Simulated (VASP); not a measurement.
# InP (Fm-3m) in VASP: notebook, part 2 of 3

VASP 6.6.1.

## 3. Vibrations by perturbation theory, PBE (20.87 Å³/atom)

This run uses another cell than the first one, of 20.87 Å³/atom.

The input, INCAR:

```
SYSTEM = InP
  ALGO = Normal
  EDIFF = 1E-8
  ENCUT = 520
  GGA = PE
  IBRION = 8
  ISIF = 2
  ISMEAR = -1
  LASPH = .TRUE.
  LCHARG = .TRUE.
  LREAL = .FALSE.
  LWAVE = .FALSE.
  NBANDS = 16
  NELM = 100
  NSW = 1
  PREC = Accurate
  SIGMA = 0.15
```

The input, KPOINTS:

```
k-points
0
G
  14 14 14
  0 0 0
```

The input, POSCAR:

```
InP
1.0
    0.0000000000      2.7533771579      2.7533771579
    2.7533771579      0.0000000000      2.7533771579
    2.7533771579      2.7533771579      0.0000000000
In P
1 1
Direct
    0.0000000000      0.0000000000      0.0000000000
    0.5000000000      0.5000000000      0.5000000000
```

Potentials or basis: VASP PAW PBE potentials, release 64 (In_d, P).

On the command line:

```sh
$ cat potpaw_PBE.64/In_d/POTCAR potpaw_PBE.64/P/POTCAR > POTCAR
$ mpirun -np 1 vasp_std > vasp.out
```

OUTCAR:

```text
SYSTEM = InP
   EDIFF = 1E-8
   ENCUT = 520
   GGA = PE
   IBRION = 8
   ISIF = 2
   ISMEAR = -1
   LASPH = .TRUE.
   LREAL = .FALSE.
   NELM = 100
   NSW = 1
   PREC = Accurate

 ion  position               nearest neighbor table
   1  0.000  0.000  0.000-   2 2.75   2 2.75   2 2.75   2 2.75   2 2.75   2 2.75
   2  0.500  0.500  0.500-   1 2.75   1 2.75   1 2.75   1 2.75   1 2.75   1 2.75

  LATTYP: Found a face centered cubic cell.
 ALAT       =     5.5067543158

  Lattice vectors:

 A1 = (   0.0000000000,   2.7533771579,   2.7533771579)
 A2 = (   2.7533771579,   0.0000000000,   2.7533771579)
 A3 = (   2.7533771579,   2.7533771579,   0.0000000000)

Analysis of symmetry for initial positions (statically):
=====================================================================
 Subroutine PRICEL returns:
 Original cell was already a primitive cell.

 Routine SETGRP: Setting up the symmetry group for a
 face centered cubic supercell.

 Subroutine GETGRP returns: Found 48 space group operations
 (whereof 48 operations were pure point group operations)
 out of a pool of 48 trial point group operations.

The static configuration has the point symmetry O_h .

Analysis of symmetry for dynamics (positions and initial velocities):
=====================================================================
 Subroutine PRICEL returns:
 Original cell was already a primitive cell.

 Routine SETGRP: Setting up the symmetry group for a
[... 643 lines left out ...]
      2.75338      2.75338      2.75338         0.000000      0.000000      0.000000
 -----------------------------------------------------------------------------------
    total drift:                               -0.000000      0.000000      0.000000

  FREE ENERGIE OF THE ION-ELECTRON SYSTEM (eV)
  ---------------------------------------------------
  free  energy   TOTEN  =        -7.9501987665 eV

  energy  without entropy=       -7.8809088915  energy(sigma->0) =       -7.91555383

[... ionic steps 2 to 3 ...]

--------------------------------------- Ionic step        4  -------------------------------------------

------------------------ aborting loop because EDIFF is reached ----------------------------------------

[... ionic steps 5 to 6 ...]

--------------------------------------- Ionic step        7  -------------------------------------------

 Free energy of the ion-electron system (eV)
  ---------------------------------------------------
  ---------------------------------------------------
  free energy    TOTEN  =        -0.04763554 eV

  energy without entropy =       -0.04763553

------------------------ aborting loop because EDIFF is reached ----------------------------------------

 INTERNAL STRAIN TENSOR  FOR ION    2  DIRECTION 1   (eV/Angst):
 -----------------------------------------------------------------------------
    -0.04709  0.00000 -0.00000
    -0.00000  0.03252  0.00000
    -0.00000  0.00000  0.03252

 INTERNAL STRAIN TENSOR FOR ION    2 for displacements in x,y,z  (eV/Angst):
          X           Y           Z          XY          YZ          ZX
  --------------------------------------------------------------------------------
  x     0.00000     0.00000     0.00000     0.00000     0.00000     0.00000
  y     0.00000     0.00000     0.00000     0.00000     0.00000     0.00000
  z     0.00000     0.00000     0.00000     0.00000     0.00000     0.00000

 SECOND DERIVATIVES (NOT SYMMETRIZED)
 ------------------------------------
               1X          1Y          1Z          2X          2Y          2Z
  1X    -2.347939    0.000000    0.000000    2.347939    0.000000    0.000000
  1Y     0.000000   -2.347939    0.000000    0.000000    2.347939    0.000000
  1Z     0.000000    0.000000   -2.347939    0.000000    0.000000    2.347939
  2X     2.336321    0.000000    0.000000   -2.336321    0.000000    0.000000
  2Y     0.000000    2.336321    0.000000    0.000000   -2.336321    0.000000
  2Z     0.000000    0.000000    2.336321    0.000000    0.000000   -2.336321

 Eigenvectors and eigenvalues of the dynamical matrix
 ----------------------------------------------------

   1 f  =    4.840709 THz    30.415069 2PiTHz  161.468657 cm-1    20.019553 meV
             X         Y         Z           dx          dy          dz
      0.000000  0.000000  0.000000     0.451312    0.097978   -0.000000
      2.753377  2.753377  2.753377    -0.866780   -0.188175   -0.000000
[... 21 lines left out ...]
   6 f/i=    0.004918 THz     0.030900 2PiTHz    0.164046 cm-1     0.020339 meV
             X         Y         Z           dx          dy          dz
      0.000000  0.000000  0.000000     0.190386   -0.832752   -0.238737
      2.753377  2.753377  2.753377     0.099130   -0.433594   -0.124305

--------------------------------------------------------------------------------------------------------

 ELASTIC MODULI CONTR FROM IONIC RELAXATION (kBar)
 Direction    XX          YY          ZZ          XY          YZ          ZX
 --------------------------------------------------------------------------------
 XX           0.0000      0.0000      0.0000      0.0000      0.0000      0.0000
 YY           0.0000      0.0000      0.0000      0.0000      0.0000      0.0000
 ZZ           0.0000      0.0000      0.0000      0.0000      0.0000      0.0000
 XY           0.0000      0.0000      0.0000      0.0000      0.0000      0.0000
 YZ           0.0000      0.0000      0.0000      0.0000      0.0000      0.0000
 ZX           0.0000      0.0000      0.0000      0.0000      0.0000      0.0000
 --------------------------------------------------------------------------------
```

OSZICAR:

```text
N       E                     dE             d eps       ncg     rms          rms(c)
DAV:   1     0.109696634724E+03    0.10970E+03   -0.84350E+03  3352   0.132E+03
DAV:   2    -0.155573250101E+01   -0.11125E+03   -0.10654E+03  3752   0.311E+02
DAV:   3    -0.809923406507E+01   -0.65435E+01   -0.64760E+01  4392   0.715E+01
DAV:   4    -0.825196285616E+01   -0.15273E+00   -0.15268E+00  4136   0.111E+01
[... 47 lines left out ...]
RMM:  10    -0.476352607303E-01    0.57118E-06   -0.29257E-09 15420   0.181E-04    0.341E-05
RMM:  11    -0.476355623777E-01   -0.30165E-06   -0.68499E-08 15282   0.809E-05    0.684E-05
RMM:  12    -0.476355320848E-01    0.30293E-07    0.52983E-08 16336   0.334E-05    0.480E-06
RMM:  13    -0.476355354433E-01   -0.33586E-08    0.50070E-09 14084   0.168E-05    0.951E-06
 Linear response finished
```

stdout:

```text
POSCAR found type information on POSCAR InP
 POSCAR found :  2 types and       2 ions
 scaLAPACK will be used
 LDA part: xc-table for (Slater+PW92), standard interpolation
 POSCAR, INCAR and KPOINTS ok, starting setup
 FFT: planning ... GRIDC
 FFT: planning ... GRID_SOFT
 FFT: planning ... GRID
 WAVECAR not read
 entering main loop
 Linear response reoptimize wavefunctions to high precision
 Linear response DOF=           2
 Linear response progress:
 first order change of Fermi-energy  -0.60021E-03
 force on displaced ion       1 direction 1 :  -2.348   0.000   0.000
 Linear response progress:
 first order change of Fermi-energy   0.19171E-02
 force on displaced ion       2 direction 1 :  -2.336   0.000   0.000
 Linear response finished
```

It took 17 min on 1 thread of Intel Xeon 8259CL, shared host; peak memory 0.46 GiB.

Results:

```yaml
Highest_phonon_frequency_at_Γ_LO-TO_splitting_left_out: 161 cm⁻¹
```

Phonon frequencies in cm⁻¹ (negative: imaginary):
```tsv
q point	frequencies
(0.000, 0.000, 0.000)	0 0 0 161 161 161
```

Caveat: the cell stands under pressure or tension, which shifts response properties; spin-orbit coupling is left out, which moves the levels of the heavy elements.

## 4. Vibrations by perturbation theory, PBE

This run uses another cell than the first one, of 21.30 Å³/atom.

The input, INCAR:

```
SYSTEM = InP
PREC = Accurate ; ENCUT = 520
EDIFF = 1E-8 ; ISMEAR = -1
SIGMA = 0.15 ; LREAL = .False.
LASPH = .True. ; NELM = 60
ALGO = Normal ; ISIF = 2
LWAVE = .False. ; LCHARG = .False.
GGA = PE ; NBANDS = 16
IBRION = 8 ; NSW = 1
```

The input, KPOINTS:

```
regular mesh
0
Gamma
  14 14 14
  0 0 0
```

The input, POSCAR:

```
InP
1.0
    0.0000000000      2.7719816220      2.7719816220
    2.7719816220      0.0000000000      2.7719816220
    2.7719816220      2.7719816220      0.0000000000
In P
1 1
Direct
    0.0000000000      0.0000000000      0.0000000000
    0.5000000000      0.5000000000      0.5000000000
```

Potentials or basis: VASP PAW PBE potentials, release 64 (In_d, P).

On the command line:

```sh
$ cat potpaw_PBE.64/In_d/POTCAR potpaw_PBE.64/P/POTCAR > POTCAR
$ mpirun -np 1 vasp_std > vasp.out
```

OUTCAR:

```text
SYSTEM = InP
   PREC = Accurate
   ENCUT = 520
   EDIFF = 1E-8
   ISMEAR = -1
   LREAL = .False.
   LASPH = .True.
   NELM = 60
   ISIF = 2
   GGA = PE
   IBRION = 8
   NSW = 1

 ion  position               nearest neighbor table
   1  0.000  0.000  0.000-   2 2.77   2 2.77   2 2.77   2 2.77   2 2.77   2 2.77
   2  0.500  0.500  0.500-   1 2.77   1 2.77   1 2.77   1 2.77   1 2.77   1 2.77

  LATTYP: Found a face centered cubic cell.
 ALAT       =     5.5439632440

  Lattice vectors:
[... 712 lines left out ...]
               1X          1Y          1Z          2X          2Y          2Z
  1X    -2.025450    0.000000    0.000000    2.025450    0.000000    0.000000
  1Y     0.000000   -2.025450    0.000000    0.000000    2.025450    0.000000
  1Z     0.000000    0.000000   -2.025450    0.000000    0.000000    2.025450
  2X     2.008880    0.000000    0.000000   -2.008880    0.000000    0.000000
  2Y     0.000000    2.008880    0.000000    0.000000   -2.008880    0.000000
  2Z     0.000000    0.000000    2.008880    0.000000    0.000000   -2.008880

 Eigenvectors and eigenvalues of the dynamical matrix
 ----------------------------------------------------

   1 f  =    4.490255 THz    28.213102 2PiTHz  149.778772 cm-1    18.570193 meV
             X         Y         Z           dx          dy          dz
      0.000000  0.000000  0.000000    -0.245694   -0.391745   -0.000000
      2.771982  2.771982  2.771982     0.471107    0.751152   -0.000000
[... 21 lines left out ...]
   6 f/i=    0.007562 THz     0.047512 2PiTHz    0.252232 cm-1     0.031273 meV
             X         Y         Z           dx          dy          dz
      0.000000  0.000000  0.000000    -0.041060   -0.861640   -0.205086
      2.771982  2.771982  2.771982    -0.021414   -0.449368   -0.106958

--------------------------------------------------------------------------------------------------------

 ELASTIC MODULI CONTR FROM IONIC RELAXATION (kBar)
 Direction    XX          YY          ZZ          XY          YZ          ZX
 --------------------------------------------------------------------------------
 XX           0.0000      0.0000      0.0000      0.0000      0.0000      0.0000
 YY           0.0000      0.0000      0.0000      0.0000      0.0000      0.0000
 ZZ           0.0000      0.0000      0.0000      0.0000      0.0000      0.0000
 XY           0.0000      0.0000      0.0000      0.0000      0.0000      0.0000
 YZ           0.0000      0.0000      0.0000      0.0000      0.0000      0.0000
 ZX           0.0000      0.0000      0.0000      0.0000      0.0000      0.0000
 --------------------------------------------------------------------------------
```

stdout:

```text
POSCAR found type information on POSCAR InP
 POSCAR found :  2 types and       2 ions
 scaLAPACK will be used
 LDA part: xc-table for (Slater+PW92), standard interpolation
 POSCAR, INCAR and KPOINTS ok, starting setup
 FFT: planning ... GRIDC
 FFT: planning ... GRID_SOFT
 FFT: planning ... GRID
 WAVECAR not read
 entering main loop
 Linear response reoptimize wavefunctions to high precision
 Linear response DOF=           2
 Linear response progress:
 first order change of Fermi-energy  -0.61091E-03
 force on displaced ion       1 direction 1 :  -2.025   0.000   0.000
 Linear response progress:
 first order change of Fermi-energy   0.19494E-02
 force on displaced ion       2 direction 1 :  -2.009   0.000   0.000
 Linear response finished
```

Wall time 15 min (1 thread of Intel Xeon 8259CL, shared host); peak memory 0.46 GiB.

Results:

* Highest phonon frequency at Γ, LO-TO splitting left out: 150 cm⁻¹

Phonon frequencies in cm⁻¹ (negative: imaginary):
| q point | frequencies |
| --- | --- |
| (0.000, 0.000, 0.000) | 0 0 0 150 150 150 |

Caveat: spin-orbit coupling is left out, which moves the levels of the heavy elements.

## 5. Vibrations by perturbation theory, PBE (21.73 Å³/atom)

This run uses another cell than the first one, of 21.73 Å³/atom.

The input, INCAR:

```
PREC = Accurate
ENCUT = 520
EDIFF = 1E-8
ISMEAR = -1
SIGMA = 0.15
LREAL = F
LASPH = T
NELM = 100
ALGO = Normal
ISIF = 2
LWAVE = F
LCHARG = F
GGA = PE
NBANDS = 16
IBRION = 8
NSW = 1
```

The input, KPOINTS:

```
regular mesh
0
Gamma
  14 14 14
```

The input, POSCAR:

```
InP
1.0
    0.0000000000      2.7903396512      2.7903396512
    2.7903396512      0.0000000000      2.7903396512
    2.7903396512      2.7903396512      0.0000000000
In P
1 1
Direct
    0.0000000000      0.0000000000      0.0000000000
    0.5000000000      0.5000000000      0.5000000000
```

Potentials or basis: VASP PAW PBE potentials, release 64 (In_d, P).

On the command line:

```sh
$ cat potpaw_PBE.64/In_d/POTCAR potpaw_PBE.64/P/POTCAR > POTCAR
$ mpirun -np 1 vasp_std > vasp.out
```

OUTCAR:

```text
PREC = Accurate
   ENCUT = 520
   EDIFF = 1E-8
   ISMEAR = -1
   LREAL = F
   LASPH = T
   NELM = 100
   ISIF = 2
   GGA = PE
   IBRION = 8
   NSW = 1

 ion  position               nearest neighbor table
   1  0.000  0.000  0.000-   2 2.79   2 2.79   2 2.79   2 2.79   2 2.79   2 2.79
   2  0.500  0.500  0.500-   1 2.79   1 2.79   1 2.79   1 2.79   1 2.79   1 2.79

  LATTYP: Found a face centered cubic cell.
 ALAT       =     5.5806793024

  Lattice vectors:

 A1 = (   0.0000000000,   2.7903396512,   2.7903396512)
 A2 = (   2.7903396512,   0.0000000000,   2.7903396512)
 A3 = (   2.7903396512,   2.7903396512,   0.0000000000)

Analysis of symmetry for initial positions (statically):
=====================================================================
 Subroutine PRICEL returns:
 Original cell was already a primitive cell.

 Routine SETGRP: Setting up the symmetry group for a
 face centered cubic supercell.

 Subroutine GETGRP returns: Found 48 space group operations
[... 683 lines left out ...]
 INTERNAL STRAIN TENSOR  FOR ION    2  DIRECTION 1   (eV/Angst):
 -----------------------------------------------------------------------------
    -0.04387  0.00000  0.00000
    -0.00000  0.03136  0.00000
     0.00000  0.00000  0.03136

 INTERNAL STRAIN TENSOR FOR ION    2 for displacements in x,y,z  (eV/Angst):
          X           Y           Z          XY          YZ          ZX
  --------------------------------------------------------------------------------
  x     0.00000     0.00000     0.00000     0.00000     0.00000     0.00000
  y     0.00000     0.00000     0.00000     0.00000     0.00000     0.00000
  z     0.00000     0.00000     0.00000     0.00000     0.00000     0.00000

 SECOND DERIVATIVES (NOT SYMMETRIZED)
 ------------------------------------
               1X          1Y          1Z          2X          2Y          2Z
  1X    -1.727598    0.000000    0.000000    1.727598    0.000000    0.000000
  1Y     0.000000   -1.727598    0.000000    0.000000    1.727598    0.000000
  1Z     0.000000    0.000000   -1.727598    0.000000    0.000000    1.727598
  2X     1.708182    0.000000    0.000000   -1.708182    0.000000    0.000000
  2Y     0.000000    1.708182    0.000000    0.000000   -1.708182    0.000000
  2Z     0.000000    0.000000    1.708182    0.000000    0.000000   -1.708182

 Eigenvectors and eigenvalues of the dynamical matrix
 ----------------------------------------------------

   1 f  =    4.141953 THz    26.024656 2PiTHz  138.160668 cm-1    17.129732 meV
             X         Y         Z           dx          dy          dz
      0.000000  0.000000  0.000000     0.000000    0.000000   -0.462980
      2.790340  2.790340  2.790340     0.000000    0.000000    0.886369
[... 21 lines left out ...]
   6 f/i=    0.009605 THz     0.060353 2PiTHz    0.320402 cm-1     0.039725 meV
             X         Y         Z           dx          dy          dz
      0.000000  0.000000  0.000000    -0.575860    0.663340   -0.118384
      2.790340  2.790340  2.790340    -0.300791    0.346485   -0.061836

--------------------------------------------------------------------------------------------------------

 ELASTIC MODULI CONTR FROM IONIC RELAXATION (kBar)
 Direction    XX          YY          ZZ          XY          YZ          ZX
 --------------------------------------------------------------------------------
 XX           0.0000      0.0000      0.0000      0.0000      0.0000      0.0000
 YY           0.0000      0.0000      0.0000      0.0000      0.0000      0.0000
 ZZ           0.0000      0.0000      0.0000      0.0000      0.0000      0.0000
 XY           0.0000      0.0000      0.0000      0.0000      0.0000      0.0000
 YZ           0.0000      0.0000      0.0000      0.0000      0.0000      0.0000
 ZX           0.0000      0.0000      0.0000      0.0000      0.0000      0.0000
 --------------------------------------------------------------------------------
```

Wall time 15 min (1 thread of Intel Xeon 8259CL, shared host); peak memory 0.47 GiB.

What came out:

```yaml
Highest_phonon_frequency_at_Γ_LO-TO_splitting_left_out: 138 cm⁻¹
```

Phonon frequencies in cm⁻¹ (negative: imaginary):
```tsv
q point	frequencies
(0.000, 0.000, 0.000)	0 0 0 138 138 138
```

Caveat: the cell stands under pressure or tension, which shifts response properties; spin-orbit coupling is left out, which moves the levels of the heavy elements.

(Part 2 of 3 ends here.)
